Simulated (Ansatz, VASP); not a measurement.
**One calculation of Nb, two programs**

```
Nb
1.0
    -1.63607    1.63607    1.63607
     1.63607   -1.63607    1.63607
     1.63607    1.63607   -1.63607
Nb
1
Direct
  0.00000 0.00000 0.00000
```

Alike in both runs: functional PBEsol; k mesh 18 × 18 × 18; occupations gaussian, width 0.1 eV; no spin polarisation.

Ansatz relaxed the structure, and its values are those at the end. VASP's run is a single point on that final structure, the one shown.

|  | VASP | Ansatz |
| --- | --- | --- |
| version | VASP 6.6.1 | Ansatz 0.2.0 |
| potentials or method | VASP PAW PBE potentials, release 64 (Nb_sv), cutoff 520 eV | scalar-relativistic, plane waves, PAW |
| valence electrons in the cell | 13 | 13 |

```csv
,VASP,Ansatz,Ansatz less VASP
gap on the k mesh at the Fermi level (eV),none,none,-
pressure (GPa),-0.3,0.0,+0.30
```

VASP's potentials were made for PBE, not for PBEsol. A gap of «none» marks a metal or a gap that the smearing closes.
